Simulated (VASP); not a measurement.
Si16O31 (a cell with a defect), 47 atoms in the cell. The cell holds a defect, 47 atoms: a = 10.067 Å, b = 8.755 Å, c = 8.212 Å, α = 90.00°, β = 90.00°, γ = 90.00°. 

- Program: VASP 6.6.1
- Task: single point
- Functional: PBE
- Potentials or basis: VASP PAW PBE potentials, release 64 (Si, O)
- Cutoff: 520 eV
- k mesh: 2 × 2 × 2
- Occupations: gaussian, width 0.05 eV
- Spin: no spin polarisation
- Dipole correction: no
- Charge: -2
- Further INCAR settings: LREAL = Auto; ALGO = Normal; EDIFF = 1e-06; NBANDS = 154; NELECT = 252.0

Potentials or basis: VASP PAW PBE potentials, release 64 (Si, O).

The run is started by

```bash
$ cat potpaw_PBE.64/Si/POTCAR potpaw_PBE.64/O/POTCAR > POTCAR
$ mpirun -np 4 vasp_std > vasp.out
```

Hardware: 4 MPI ranks on AMD EPYC 7R43 64-Core Processor (Zen 3) (shared host).

Task: How long does it take, and how much memory?

Result: Wall time 17 min on 4 MPI ranks on AMD EPYC 7R43 64-Core Processor (Zen 3), with other jobs on the host, peak memory 0.56 GiB a rank. Counts: scf iterations 18, k points 8.
